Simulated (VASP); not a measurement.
# Ta4Rh (Cmmm) in VASP: single point with PBE

Aim: the single point of Ta4Rh with PBE.

All numbers are computed with VASP 6.6.1; they aren't measurements. Logs are shortened: lines on timing, memory, paths and dates and some standing lists are left out, and cuts for length are marked.

## (1) The cell of the first run

The structure is orthorhombic, space group Cmmm (No. 65). Conventional cell: a = 7.719 Å, b = 9.104 Å, c = 2.773 Å, α = 90.00°, β = 90.00°, γ = 90.00°. Ta (site symmetry 2mm) has 1 Rh at 2.49 Å and 7 Ta at 2.75 to 2.98 Å within 3.3 Å. Ta (site symmetry m2m) has 2 Rh at 2.69 Å and 6 Ta at 2.77 to 2.98 Å within 3.5 Å. Rh (site symmetry mmm) has 6 Ta at 2.49 to 2.69 Å and 2 Rh at 2.77 Å within 3.3 Å.

The cell was generated, and may not be a known phase.

## (2) Single point, PBE

INCAR reads:

```
PREC = Accurate
ENCUT = 520
EDIFF = 1E-6
ISMEAR = 0
SIGMA = 0.1
LREAL = False
LASPH = True
NELM = 60
ALGO = Fast
ISIF = 2
LWAVE = False
LCHARG = False
GGA = PE
NBANDS = 38
```

KPOINTS reads:

```
regular mesh
0
Gamma
  6 6 14
```

POSCAR reads:

```
Ta4Rh
1.0
    3.8595582384     -4.5517993995      0.0000000000
    3.8595582384      4.5517993995      0.0000000000
    0.0000000000      0.0000000000      2.7730653295
Ta Rh
4 1
Direct
    0.3220788438      0.3220788438      0.0000000000
    0.2532058553      0.7467941447      0.5000000000
    0.7467941447      0.2532058553      0.5000000000
    0.6779211562      0.6779211562      0.0000000000
    0.0000000000      0.0000000000      0.0000000000
```

Potentials or basis: VASP PAW PBE potentials, release 64 (Ta_pv, Rh_pv).

The run is started by

```sh
cat potpaw_PBE.64/Ta_pv/POTCAR potpaw_PBE.64/Rh_pv/POTCAR > POTCAR
mpirun -np 1 vasp_std > vasp.out
```

OUTCAR:

```text
PREC = Accurate
   ENCUT = 520
   EDIFF = 1E-6
   ISMEAR = 0
   LREAL = False
   LASPH = True
   NELM = 60
   ISIF = 2
   GGA = PE

 ion  position               nearest neighbor table
   1  0.322  0.322  0.000-   5 2.49   4 2.75   2 2.98   3 2.98   2 2.98   3 2.98
   2  0.253  0.747  0.500-   5 2.69   5 2.69   1 2.98   1 2.98   4 2.98   4 2.98
   3  0.747  0.253  0.500-   5 2.69   5 2.69   1 2.98   1 2.98   4 2.98   4 2.98
   4  0.678  0.678  0.000-   5 2.49   1 2.75   3 2.98   2 2.98   2 2.98   3 2.98
   5  0.000  0.000  0.000-   1 2.49   4 2.49   3 2.69   2 2.69   2 2.69   3 2.69

  LATTYP: Found a base centered orthorhombic cell.
 ALAT       =     7.7191164768
 B/A-ratio  =     1.1793576151
 C/A-ratio  =     0.3592464679

  Lattice vectors:

 A1 = (   3.8595582384,  -4.5517993995,   0.0000000000)
 A2 = (   3.8595582384,   4.5517993995,   0.0000000000)
 A3 = (   0.0000000000,   0.0000000000,   2.7730653295)

Analysis of symmetry for initial positions (statically):
=====================================================================
 Subroutine PRICEL returns:
 Original cell was already a primitive cell.

 Routine SETGRP: Setting up the symmetry group for a
 base centered orthorhombic supercell.

 Subroutine GETGRP returns: Found  8 space group operations
 (whereof  8 operations were pure point group operations)
 out of a pool of  8 trial point group operations.

The static configuration has the point symmetry D_2h.

Analysis of symmetry for dynamics (positions and initial velocities):
=====================================================================
 Subroutine PRICEL returns:
 Original cell was already a primitive cell.

 Routine SETGRP: Setting up the symmetry group for a
 base centered orthorhombic supercell.

 Subroutine GETGRP returns: Found  8 space group operations
 (whereof  8 operations were pure point group operations)
 out of a pool of  8 trial point group operations.

The dynamic configuration has the point symmetry D_2h.

 Subroutine INISYM returns: Found  8 space group operations
 (whereof  8 operations are pure point group operations),
 and found     1 'primitive' translations

----------------------------------------------------------------------------------------

                                     Primitive cell

  volume of cell :      97.4341

  direct lattice vectors                    reciprocal lattice vectors
     3.859558238 -4.551799400  0.000000000     0.129548505 -0.109846669  0.000000000
     3.859558238  4.551799400  0.000000000     0.129548505  0.109846669  0.000000000
     0.000000000  0.000000000  2.773065330     0.000000000  0.000000000  0.360611771

  length of vectors
     5.967836088  5.967836088  2.773065330     0.169850245  0.169850245  0.360611771

  position of ions in fractional coordinates (direct lattice)
     0.322078844  0.322078844  0.000000000
     0.253205855  0.746794145  0.500000000
     0.746794145  0.253205855  0.500000000
     0.677921156  0.677921156  0.000000000
     0.000000000  0.000000000  0.000000000

  ion indices of the primitive-cell ions
   primitive index   ion index
                 1           1
                 2           2
                 3           3
                 4           4
                 5           5

----------------------------------------------------------------------------------------

 KPOINTS: regular mesh

Automatic generation of k-mesh.
 Grid dimensions read from file:
 generate k-points for:    6    6   14

 Generating k-lattice:

  Cartesian coordinates                     Fractional coordinates (reciprocal lattice)
     0.021591418 -0.018307778  0.000000000     0.166666667  0.000000000  0.000000000
     0.021591418  0.018307778  0.000000000     0.000000000  0.166666667  0.000000000
     0.000000000  0.000000000  0.025757984     0.000000000  0.000000000  0.071428571

  Length of vectors
     0.028308374  0.028308374  0.025757984

  Shift w.r.t. Gamma in fractional coordinates (k-lattice)
     0.000000000  0.000000000  0.000000000

 Subroutine IBZKPT returns following result:
 ===========================================

 Found    104 irreducible k-points:

 Following reciprocal coordinates:
            Coordinates               Weight
  0.000000  0.000000  0.000000      1.000000
  0.166667  0.000000  0.000000      4.000000
  0.333333  0.000000  0.000000      4.000000
  0.500000  0.000000  0.000000      2.000000
  0.166667  0.166667  0.000000      2.000000
  0.333333  0.166667  0.000000      4.000000
[... 16 lines left out ...]
  0.333333  0.333333  0.071429      4.000000
  0.500000  0.333333  0.071429      8.000000
 [... further k-points ...]
   k-points           NKPTS =    104   k-points in BZ     NKDIM =    104   number of bands    NBANDS=     38
   number of dos      NEDOS =    301   number of ions     NIONS =      5
   total plane-waves  NPLWV =  55296
   dimension x,y,z NGX =    48 NGY =   48 NGZ =   24
   dimension x,y,z NGXF=    96 NGYF=   96 NGZF=   48
   ions per type =               4   1
   NGX,Y,Z   is equivalent  to a cutoff of  13.37, 13.37, 14.39 a.u.
   NGXF,Y,Z  is equivalent  to a cutoff of  26.74, 26.74, 28.78 a.u.
 SYSTEM =  unknown system
   PREC   = accura    normal or accurate (medium, high low for compatibility)
   ISTART =      0    job   : 0-new  1-cont  2-samecut
   ICHARG =      2    charge: 1-file 2-atom 10-const
   ISPIN  =      1    spin polarized calculation?
   LNONCOLLINEAR =      F non collinear calculations
   LSORBIT =      F    spin-orbit coupling
   LASPH  =      T    aspherical Exc in radial PAW
   ENCUT  =  520.0 eV  38.22 Ry    6.18 a.u.  11.10 11.10  5.16*2*pi/ulx,y,z
   NELM   =     60;   NELMIN=  2; NELMDL= -5     # of ELM steps
   EDIFF  = 0.1E-05   stopping-criterion for ELM
   LREAL  =      F    real-space projection
   EDIFFG = 0.1E-04   stopping-criterion for IOM
   NSW    =      0    number of steps for IOM
   IBRION =     -1    ionic relax: 0-MD 1-quasi-New 2-CG
   NFREE  =      0    steps in history (QN), initial steepest desc. (CG)
   ISIF   =      2    stress and relaxation
   ISYM   =      2    0-nonsym 1-usesym 2-fastsym
   POTIM  = 0.5000    time-step for ionic-motion
   TEBEG  =    0.0;   TEEND  =   0.0 temperature during run
   PSTRESS=    0.0 pullay stress
   NELECT =      59.0000    total number of electrons
   NUPDOWN=      -1.0000    fix difference up-down
   EMIN   =  10.00;   EMAX   =-10.00  energy-range for DOS
   EFERMI =   0.00;   METHOD = LEGACY
   ISMEAR =     0;   SIGMA  =   0.10  broadening in eV -4-tet -1-fermi 0-gaus
   EFERMI_NEDOS =   21; number of points for ismear=-14 and -15
   IALGO  =     68    algorithm
   IMIX   =      4    mixing-type and parameters
     AMIX     =   0.40;   BMIX     =  1.00
     AMIX_MAG =   1.60;   BMIX_MAG =  1.00
  volume/ion in A,a.u.               =      19.49       131.50
  Fermi-wavevector in a.u.,A,eV,Ry     =   1.385017  2.617303 26.099692  1.918273
  Thomas-Fermi vector in A             =   2.509467
   LORBIT       =      0    0 simple, 1 ext, 2 COOP (PROOUT), +10 PAW based schemes
   GGA     = PE    functional components
   LHFCALC =     F    Hartree Fock is set to
   AEXX    =    0.0000 exact exchange contribution
   IVDW    =     0    specifies the selected vdW correction
   LEPSILON=     F    determine dielectric tensor
   LRPA    =     F    only Hartree local field effects (RPA)
 non-spin polarized calculation
 RMM-DIIS sequential band-by-band and
 Gauss-broadening in eV      SIGMA  =   0.10
  energy-cutoff  :      520.00
  volume of cell :       97.43
 maximum number of plane-waves:      2654
 NGX is ok and might be reduce to    48
   NGX = 23   NGY = 23   NGZ = 11

 number of electron      59.0000011 magnetization

 Free energy of the ion-electron system (eV)
  ---------------------------------------------------
  ext. energy  EPLUGINS =         0.00000000
  ---------------------------------------------------
  free energy    TOTEN  =       -52.44979129 eV

  energy without entropy =      -52.42571621  energy(sigma->0) =      -52.43775375

 E-fermi :   5.7501     XC(G=0): -12.0382

 val. band max:        5.7488111577   @ k =   0.5000   0.0000   0.0714
 cond. band min:       5.7509132148   @ k =   0.0000   0.0000   0.4286
 fundamental gap:      0.0021020572
 Fermi energy:         5.7500684441

 k-point     1 :       0.0000    0.0000    0.0000
  band No.  band energies     occupation
      1     -41.1794      2.00000
      2     -41.0106      2.00000
      3     -40.7265      2.00000
      4     -29.0418      2.00000
      5     -28.9277      2.00000
      6     -28.8800      2.00000
[... 30 lines left out ...]
     37       8.4779      0.00000
     38       8.7501      0.00000

 k-point     2 :       0.1667    0.0000    0.0000
  band No.  band energies     occupation
      1     -41.1794      2.00000
      2     -41.0106      2.00000
      3     -40.7265      2.00000
      4     -29.0290      2.00000
      5     -28.9204      2.00000
      6     -28.8787      2.00000
[... 30 lines left out ...]
     37       8.4828      0.00000
     38       8.5873      0.00000

 k-point     3 :       0.3333    0.0000    0.0000
  band No.  band energies     occupation
      1     -41.1795      2.00000
      2     -41.0106      2.00000
      3     -40.7265      2.00000
      4     -29.0023      2.00000
      5     -28.9016      2.00000
      6     -28.8795      2.00000
[... 30 lines left out ...]
     37       8.5895      0.00000
     38       8.9737      0.00000

 k-point     4 :       0.5000    0.0000    0.0000
  band No.  band energies     occupation
      1     -41.1796      2.00000
      2     -41.0106      2.00000
      3     -40.7265      2.00000
      4     -28.9883      2.00000
      5     -28.8879      2.00000
      6     -28.8831      2.00000
[... 30 lines left out ...]
     37       8.6968      0.00000
     38       9.2009      0.00000
[... 703 lines left out ...]
      4     -29.0183      2.00000
      5     -28.9053      2.00000
      6     -28.8694      2.00000
[... 30 lines left out ...]
     37       8.1478      0.00000
     38       8.4555      0.00000

 k-point    23 :       0.3333    0.3333    0.0714
  band No.  band energies     occupation
      1     -41.1781      2.00000
      2     -41.0090      2.00000
      3     -40.7411      2.00000
      4     -28.9788      2.00000
      5     -28.8703      2.00000
      6     -28.8413      2.00000
[... 30 lines left out ...]
     37       8.4762      0.00000
     38       9.1401      0.00000

 k-point    24 :       0.5000    0.3333    0.0714
  band No.  band energies     occupation
      1     -41.1780      2.00000
      2     -41.0090      2.00000
      3     -40.7411      2.00000
      4     -28.9865      2.00000
      5     -28.8615      2.00000
      6     -28.8440      2.00000
[... 30 lines left out ...]
     37       8.5103      0.00000
     38       8.8957      0.00000

 [... further k-points ...]

------------------------ aborting loop because EDIFF is reached ----------------------------------------

  FORCE on cell =-STRESS in cart. coord.  units (eV):
  Direction    XX          YY          ZZ          XY          YZ          ZX
  --------------------------------------------------------------------------------------
  -------------------------------------------------------------------------------------
  Total        0.1280242      0.0284124      0.0852655      0.0000000      0.0000000      0.0000000
  in kB        2.1051921      0.4672055      1.4020806      0.0000000      0.0000000      0.0000000
  external PRESSURE =       1.3248261 kB  Pullay stress =       0.0000000 kB

 VOLUME and BASIS-vectors are now :
 -----------------------------------------------------------------------------
  energy-cutoff  :      520.00
  volume of cell :       97.43
      direct lattice vectors                 reciprocal lattice vectors
     3.859558238 -4.551799400  0.000000000     0.129548505 -0.109846669  0.000000000
     3.859558238  4.551799400  0.000000000     0.129548505  0.109846669  0.000000000
     0.000000000  0.000000000  2.773065330     0.000000000  0.000000000  0.360611771

 POSITION                                       TOTAL-FORCE (eV/Angst)
 -----------------------------------------------------------------------------------
      2.48616      0.00000      0.00000         0.018052     -0.000000      0.000000
      3.85956      2.24671      1.38653        -0.000000     -0.012490     -0.000000
      3.85956     -2.24671      1.38653        -0.000000      0.012490      0.000000
      5.23295      0.00000      0.00000        -0.018052     -0.000000      0.000000
      0.00000      0.00000      0.00000        -0.000000      0.000000      0.000000
 -----------------------------------------------------------------------------------
    total drift:                                0.000000     -0.000000      0.000000

  FREE ENERGIE OF THE ION-ELECTRON SYSTEM (eV)
  ---------------------------------------------------
  free  energy   TOTEN  =       -52.4497912852 eV

  energy  without entropy=      -52.4257162079  energy(sigma->0) =      -52.43775375
```

Run time: 2.9 min. Hardware: 1 thread of Intel Xeon 6975P-C (Granite Rapids), shared host; peak memory 0.45 GiB.

Results:

- Free energy: -52.4498 eV
- Pressure: 0.1 GPa
- Largest force: 0.018 eV/Å
- Band gap on the k mesh: zero (an odd number of electrons rules out a gap without spin polarisation)

Forces on the atoms (eV/Å):
```
Ta   0.018  0.000  0.000
Ta   0.000 -0.012  0.000
Ta   0.000  0.012  0.000
Ta  -0.018  0.000  0.000
Rh   0.000  0.000  0.000
```

Stress tensor (GPa, compression positive):
```
0.21 0.00 0.00
0.00 0.05 0.00
0.00 0.00 0.14
```

Levels at points of the mesh, in eV from the Fermi level:
```tsv
k point	band 26	band 27	band 28	band 29	band 30	band 31	band 32	band 33	band 34	band 35
(0.00, 0.00, 0.00)	-1.21	-1.07	-0.83	-0.21	-0.05	0.70	1.21	1.56	1.88	2.12
(0.50, 0.00, 0.00)	-1.52	-1.43	-1.27	-0.82	-0.54	0.04	0.29	0.87	2.28	2.68
(0.50, 0.50, 0.00)	-1.73	-1.46	-1.01	-0.93	-0.42	0.17	0.62	0.73	2.27	2.70
(0.00, 0.00, 0.50)	-1.73	-1.23	-1.06	0.11	0.42	0.61	1.21	1.69	1.80	1.93
(0.50, 0.00, 0.50)	-1.66	-1.41	-0.69	-0.22	0.48	0.54	0.69	0.99	2.27	3.38
(0.50, 0.50, 0.50)	-0.73	-0.03	0.74	1.08	1.26	1.41	1.60	2.04	2.51	2.92
```

Caveat: spin-orbit coupling is left out, which moves the levels of the heavy elements.
